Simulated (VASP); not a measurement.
# Ce (Fm-3m) in VASP: further runs

Runs on Ce. Level: LDA. Tasks: single point.

Program: VASP 6.6.1. These are calculated values, not measurements. Logs are shortened: lines on timing, memory, paths and dates and some standing lists are left out, and cuts for length are marked.

**1. The cell of the first run**

It takes space group Fm-3m (No. 225, cubic). The conventional cell has a = 4.522 Å, b = 4.522 Å, c = 4.522 Å, α = 90.00°, β = 90.00°, γ = 90.00°. Ce (site symmetry m-3m) has 12 Ce at 3.20 Å within 4.2 Å.

**2. Single point, LDA, collinear spin, ferromagnetic start**

INCAR

```
SYSTEM = Ce
PREC = Accurate
ENCUT = 520
EDIFF = 1E-6
ISMEAR = 0
SIGMA = 0.2
LREAL = .False.
LASPH = .True.
NELM = 150
ALGO = Normal
ISIF = 2
LWAVE = .False.
LCHARG = .False.
ISPIN = 2
MAGMOM = 1
LORBIT = 11
LMAXMIX = 6
NBANDS = 16
```

KPOINTS

```
Automatic mesh
0
Gamma
  12 12 12
  0 0 0
```

POSCAR

```
Ce
1.0
    0.0000000000      2.2611878689      2.2611878689
    2.2611878689      0.0000000000      2.2611878689
    2.2611878689      2.2611878689      0.0000000000
Ce
1
Direct
    0.0000000000      0.0000000000      0.0000000000
```

Potentials or basis: VASP PAW LDA potentials, release 64 (Ce).

Run with:

```sh
$ cat potpaw_LDA.64/Ce/POTCAR > POTCAR
$ mpirun -np 1 vasp_std > vasp.out
```

OUTCAR:

```text
SYSTEM = Ce
   PREC = Accurate
   ENCUT = 520
   EDIFF = 1E-6
   ISMEAR = 0
   LREAL = .False.
   LASPH = .True.
   NELM = 150
   ISIF = 2
   ISPIN = 2
   LORBIT = 11

 ion  position               nearest neighbor table
   1  0.000  0.000  0.000-

  LATTYP: Found a face centered cubic cell.
 ALAT       =     4.5223757378

  Lattice vectors:

 A1 = (   0.0000000000,   2.2611878689,   2.2611878689)
 A2 = (   2.2611878689,   0.0000000000,   2.2611878689)
 A3 = (   2.2611878689,   2.2611878689,   0.0000000000)

Analysis of symmetry for initial positions (statically):
=====================================================================
 Subroutine PRICEL returns:
 Original cell was already a primitive cell.

 Routine SETGRP: Setting up the symmetry group for a
 face centered cubic supercell.

 Subroutine GETGRP returns: Found 48 space group operations
 (whereof 48 operations were pure point group operations)
 out of a pool of 48 trial point group operations.

The static configuration has the point symmetry O_h .

Analysis of symmetry for dynamics (positions and initial velocities):
=====================================================================
 Subroutine PRICEL returns:
 Original cell was already a primitive cell.

 Routine SETGRP: Setting up the symmetry group for a
 face centered cubic supercell.

 Subroutine GETGRP returns: Found 48 space group operations
 (whereof 48 operations were pure point group operations)
 out of a pool of 48 trial point group operations.

The dynamic configuration has the point symmetry O_h .

Analysis of structural, dynamic, and magnetic symmetry:
=====================================================================
 Subroutine PRICEL returns:
 Original cell was already a primitive cell.

 Routine SETGRP: Setting up the symmetry group for a
 face centered cubic supercell.

 Subroutine GETGRP returns: Found 48 space group operations
 (whereof 48 operations were pure point group operations)
 out of a pool of 48 trial point group operations.

The overall configuration has the point symmetry O_h .

 Subroutine INISYM returns: Found 48 space group operations
 (whereof 48 operations are pure point group operations),
 and found     1 'primitive' translations

----------------------------------------------------------------------------------------

                                     Primitive cell

  volume of cell :      23.1228

  direct lattice vectors                    reciprocal lattice vectors
     0.000000000  2.261187869  2.261187869    -0.221122715  0.221122715  0.221122715
[... 97 lines left out ...]
   EMIN   =  10.00;   EMAX   =-10.00  energy-range for DOS
   EFERMI =   0.00;   METHOD = LEGACY
   ISMEAR =     0;   SIGMA  =   0.20  broadening in eV -4-tet -1-fermi 0-gaus
   EFERMI_NEDOS =   21; number of points for ismear=-14 and -15
   IALGO  =     38    algorithm
   IMIX   =      4    mixing-type and parameters
     AMIX     =   0.40;   BMIX     =  1.00
     AMIX_MAG =   1.60;   BMIX_MAG =  1.00
  volume/ion in A,a.u.               =      23.12       156.04
  Fermi-wavevector in a.u.,A,eV,Ry     =   1.315594  2.486112 23.548800  1.730788
  Thomas-Fermi vector in A             =   2.445766
   LORBIT       =     11    0 simple, 1 ext, 2 COOP (PROOUT), +10 PAW based schemes
   GGA     = CA    functional components
   LHFCALC =     F    Hartree Fock is set to
   AEXX    =    0.0000 exact exchange contribution
   IVDW    =     0    specifies the selected vdW correction
   LEPSILON=     F    determine dielectric tensor
   LRPA    =     F    only Hartree local field effects (RPA)
 spin polarized calculation
 Gauss-broadening in eV      SIGMA  =   0.20
  energy-cutoff  :      520.00
  volume of cell :       23.12
 maximum number of plane-waves:       636
   NGX = 11   NGY = 11   NGZ = 11

 number of electron      12.0000000 magnetization       0.0001615

 number of electron      12.0000000 magnetization      -0.0001565

 Free energy of the ion-electron system (eV)
  ---------------------------------------------------
  ext. energy  EPLUGINS =         0.00000000
  ---------------------------------------------------
  free energy    TOTEN  =        -6.92316875 eV

  energy without entropy =       -6.88010009  energy(sigma->0) =       -6.90163442

 E-fermi :  10.7205     XC(G=0): -12.1685

 val. band max:       10.7016860000   @ k =  -0.2500   0.5000   0.2500
 cond. band min:      10.7259181093   @ k =  -0.2500   0.4167   0.1667
 fundamental gap:      0.0242321093
 Fermi energy:        10.7204898091

 spin component 1

 k-point     1 :       0.0000    0.0000    0.0000
  band No.  band energies     occupation
      1     -24.0998      1.00000
      2      -4.5693      1.00000
      3      -4.5693      1.00000
      4      -4.5693      1.00000
      5       8.3235      1.00000
      6      10.3615      0.99443
[... 435 lines left out ...]
      5       9.3016      1.00000
      6      10.0808      1.00000
[... 8 lines left out ...]
     15      15.0736      0.00000
     16      18.9657      0.00000

 [... further k-points ...]

 spin component 2

 k-point     1 :       0.0000    0.0000    0.0000
  band No.  band energies     occupation
      1     -24.0999      1.00000
      2      -4.5694      1.00000
      3      -4.5694      1.00000
      4      -4.5694      1.00000
      5       8.3236      1.00000
      6      10.3615      0.99443
[... 435 lines left out ...]
      5       9.3016      1.00000
      6      10.0807      1.00000
[... 8 lines left out ...]
     15      15.0735      0.00000
     16      18.9656      0.00000

 [... further k-points ...]
[... 5 lines left out ...]
  --------------------------------------------------------------------------------------
  -------------------------------------------------------------------------------------
  Total       -0.0720689     -0.0720689     -0.0720689     -0.0000000      0.0000000      0.0000000
  in kB       -4.9936546     -4.9936546     -4.9936546     -0.0000000      0.0000000      0.0000000
  external PRESSURE =      -4.9936546 kB  Pullay stress =       0.0000000 kB

 VOLUME and BASIS-vectors are now :
 -----------------------------------------------------------------------------
  energy-cutoff  :      520.00
  volume of cell :       23.12
      direct lattice vectors                 reciprocal lattice vectors
     0.000000000  2.261187869  2.261187869    -0.221122715  0.221122715  0.221122715
     2.261187869  0.000000000  2.261187869     0.221122715 -0.221122715  0.221122715
     2.261187869  2.261187869  0.000000000     0.221122715  0.221122715 -0.221122715

 POSITION                                       TOTAL-FORCE (eV/Angst)
 -----------------------------------------------------------------------------------
      0.00000      0.00000      0.00000         0.000000      0.000000      0.000000
 -----------------------------------------------------------------------------------
    total drift:                                0.000000     -0.000000      0.000000

  FREE ENERGIE OF THE ION-ELECTRON SYSTEM (eV)
  ---------------------------------------------------
  free  energy   TOTEN  =        -6.9231687493 eV

  energy  without entropy=       -6.8801000925  energy(sigma->0) =       -6.90163442

 total charge

# of ion       s       p       d       f       tot
--------------------------------------------------
    1        2.087   5.533   1.403   1.128  10.152

 magnetization (x)

# of ion       s       p       d       f       tot
--------------------------------------------------
    1        0.000  -0.000  -0.000   0.000   0.000
```

Wall time 28 s (1 thread of Intel Xeon 6975P-C, shared host); peak memory 0.18 GiB.

What came out:

| Item | Value |
| --- | --- |
| Free energy | -6.9232 eV |
| Pressure | -0.5 GPa |
| Band gap on the k mesh | zero (filled and empty bands overlap) |
| Net moment | 0.00 μB per cell |
| Valence electrons inside the program's atomic spheres | Ce 10.15 |

Caveat: the magnetic or orbital state may not be the lowest; spin-orbit coupling is left out, which moves the levels of the heavy elements.

**3. Single point, LDA, collinear spin, ferromagnetic start**

INCAR

```
SYSTEM = Ce
  ALGO = Normal
  EDIFF = 1E-6
  ENCUT = 520
  ISIF = 2
  ISMEAR = 0
  ISPIN = 2
  LASPH = .TRUE.
  LCHARG = .TRUE.
  LELF = .TRUE.
  LMAXMIX = 6
  LORBIT = 11
  LREAL = .FALSE.
  LVHAR = .TRUE.
  LWAVE = .FALSE.
  MAGMOM = 1
  NBANDS = 16
  NELM = 150
  PREC = Accurate
  SIGMA = 0.3
```

KPOINTS

```
k-points
0
G
  12 12 12
  0 0 0
```

POSCAR is that of step 2.

Potentials or basis: VASP PAW LDA potentials, release 64 (Ce).

Run with:

```sh
$ cat potpaw_LDA.64/Ce/POTCAR > POTCAR
$ mpirun -np 1 vasp_std > vasp.out
```

Wall time 34 s (1 thread of Intel Xeon 6975P-C, shared host); peak memory 0.17 GiB.

It converged, with:

| Item | Value |
| --- | --- |
| Free energy | -6.9507 eV |
| Pressure | -0.2 GPa |
| Band gap on the k mesh | zero (filled and empty bands overlap) |
| Net moment | 0.00 μB per cell |
| Valence electrons inside the program's atomic spheres | Ce 10.15 |

Levels at points of the mesh, in eV from the Fermi level:
Spin up:
| k point | band 2 | band 3 | band 4 | band 5 | band 6 | band 7 | band 8 | band 9 | band 10 | band 11 |
| --- | --- | --- | --- | --- | --- | --- | --- | --- | --- | --- |
| (0.00, 0.00, 0.00) | -15.26 | -15.26 | -15.26 | -2.38 | -0.32 | 0.45 | 0.45 | 0.45 | 1.40 | 1.40 |
| (0.50, 0.00, 0.00) | -19.28 | -15.77 | -15.77 | -2.24 | -0.22 | 0.53 | 0.53 | 0.98 | 1.21 | 1.21 |
| (0.50, 0.50, 0.00) | -18.98 | -16.73 | -16.73 | -3.42 | -2.77 | 0.59 | 0.77 | 0.77 | 0.90 | 1.08 |
Spin down:
| k point | band 3 | band 4 | band 5 | band 6 | band 7 | band 8 | band 9 | band 10 |
| --- | --- | --- | --- | --- | --- | --- | --- | --- |
| (0.00, 0.00, 0.00) | -15.26 | -15.26 | -2.38 | -0.32 | 0.45 | 0.45 | 0.45 | 1.40 |
| (0.50, 0.00, 0.00) | -15.77 | -15.77 | -2.24 | -0.22 | 0.53 | 0.53 | 0.98 | 1.21 |
| (0.50, 0.50, 0.00) | -16.73 | -16.73 | -3.42 | -2.77 | 0.59 | 0.77 | 0.77 | 0.90 |

Caveat: the magnetic or orbital state may not be the lowest; spin-orbit coupling is left out, which moves the levels of the heavy elements.
